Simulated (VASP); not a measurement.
La2O3:

```
La O
1.0
     3.36970    1.94550    6.11038
    -3.36970    1.94550    6.11038
     0.00000   -3.89099    6.11038
La O
4 6
Direct
  0.85500 0.85500 0.85500
  0.35500 0.35500 0.35500
  0.14500 0.14500 0.14500
  0.64500 0.64500 0.64500
  0.44500 0.05500 0.75000
  0.05500 0.75000 0.44500
  0.55500 0.94500 0.25000
  0.25000 0.55500 0.94500
  0.94500 0.25000 0.55500
  0.75000 0.44500 0.05500
```

- Program: VASP 6.6.1
- Task: relaxation of cell and atoms
- Functional: PBE
- Potentials or basis: VASP PAW PBE potentials, release 64 (La, O)
- Cutoff: 600 eV
- k mesh: 4 × 4 × 4
- Occupations: fermi-dirac, width 0.02 eV
- Spin: no spin polarisation

At the start: pressure -17.8 GPa; volume 24.03 Å³/atom.

Question: Where does the relaxation end?

Answer: Over 16 steps the energy falls by 442.5 meV/atom and the volume is 17.80 Å³/atom (-25.9 %); space group R-3c (No. 167, to 0.1 Å) before and after.

Step by step:
```tsv
step	energy change (eV)	largest force (eV/Å)	pressure (GPa)	volume (Å³)
1	0.0000	0.2785	-17.76	240.35
2	-2.6699	0.6672	21.82	159.06
3	-4.0980	0.4309	-0.38	183.27
4	-4.0983	0.4391	0.31	182.23
5	-4.2104	0.3689	0.33	181.48
6	-4.4054	0.1652	0.16	179.04
7	-4.4216	0.0911	0.00	177.98
8	-4.4216	0.1014	0.01	178.07
9	-4.4247	0.0460	-0.05	178.08
10	-4.4251	0.0105	-0.07	178.08
11	-4.4249	0.0078	0.19	177.75
12	-4.4251	0.0100	-0.01	178.00
13	-4.4251	0.0094	0.03	177.96
14	-4.4251	0.0036	0.29	177.97
15	-4.4251	0.0076	0.09	177.99
16	-4.4251	0.0018	0.04	177.98
```

Final structure:
```
La O
1.0
     3.12461    1.80399    5.26249
    -3.12461    1.80399    5.26249
     0.00000   -3.60799    5.26249
La O
4 6
Cartesian
  0.0000 0.0000 13.6045
  0.0000 0.0000 5.7107
  0.0000 0.0000 2.1830
  0.0000 0.0000 10.0767
  1.3323 -1.8040 6.5781
  -2.2285 -0.2518 6.5781
  -1.3323 1.8040 9.2094
  -0.8961 -2.0558 9.2094
  2.2285 0.2518 9.2094
  0.8961 2.0558 6.5781
```

Caveat: the volume moved by over 15 % at a fixed basis, so the end points are rough.
